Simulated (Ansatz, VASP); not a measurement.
ZnS in VASP and in Ansatz

```
Zn S
1.0
     3.81100    0.00000   -0.11433
    -1.90550    3.30042    0.05716
    -0.18702    0.00000    6.23400
Zn S
2 2
Direct
  0.33333 0.66667 0.00000
  0.66667 0.33333 0.50000
  0.33333 0.66667 0.38500
  0.66667 0.33333 0.88500
```

Change from the starting cell: strain -0.0600 x Voigt [0, 0, 0, 0, 1, 0], atoms carried along.

Alike in both runs: task single point; functional r2SCAN; k mesh 6 × 6 × 4; occupations gaussian, width 0.05 eV; no spin polarisation.

|  | VASP | Ansatz |
| --- | --- | --- |
| version | VASP 6.6.1 | Ansatz 0.2.0 |
| potentials or method | VASP PAW PBE potentials, release 64 (Zn, S), cutoff 520 eV | scalar-relativistic, plane waves, PAW |
| valence electrons in the cell | 36 | 36 |

Ansatz gave:

```
gap on the k mesh at the Fermi level (eV)                     : 2.69
least direct gap on the mesh (eV)                             : 2.69
pressure (GPa)                                                : 0.2
traceless stress, the component that is largest in VASP (GPa) : 2.28
rms of the force components (eV/Å)                            : 0.228
```

Question: Which values does VASP return?

Answer: gap on the k mesh at the Fermi level (eV): 2.70; least direct gap on the mesh (eV): 2.70; pressure (GPa): 0.3; traceless stress, the component that is largest in VASP (GPa): 2.29; rms of the force components (eV/Å): 0.228.

VASP's potentials were made for PBE, not for r2SCAN. Atom by atom the forces differ by 0.002 eV/Å (rms over components). With one functional, cell and mesh, what is left measures potentials, basis and numerics.
